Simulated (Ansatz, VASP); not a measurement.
**One calculation of Ag, two programs**

```
Ag
1.0
     2.82608    0.00000    0.00000
    -1.41304    2.44746    0.00000
     0.00000    0.00000    4.63961
Ag
2
Cartesian
  0.0000 1.6316 1.1599
  1.4130 0.8158 3.4797
```

Alike in both runs: task single point; functional LDA; k mesh 18 × 18 × 10; occupations fermi-dirac, width 0.15 eV; no spin polarisation.

|  | VASP | Ansatz |
| --- | --- | --- |
| version | VASP 6.6.1 | Ansatz 0.2.0 |
| potentials or method | VASP PAW LDA potentials, release 64 (Ag), cutoff 520 eV | scalar-relativistic, plane waves, PAW |
| valence electrons in the cell | 22 | 38 |

|  | VASP | Ansatz | Ansatz less VASP |
| --- | --- | --- | --- |
| gap on the k mesh at the Fermi level (eV) | none | none | - |
| pressure (GPa) | 0.1 | 0.0 | -0.13 |

LDA's correlation is that of Perdew and Zunger in VASP and of Perdew and Wang (1992) in Ansatz. A gap of «none» marks a metal or a gap that the smearing closes. VASP's potentials hold 22 valence electrons a cell and Ansatz's 38, so a difference there can come from the potentials and not from the codes.
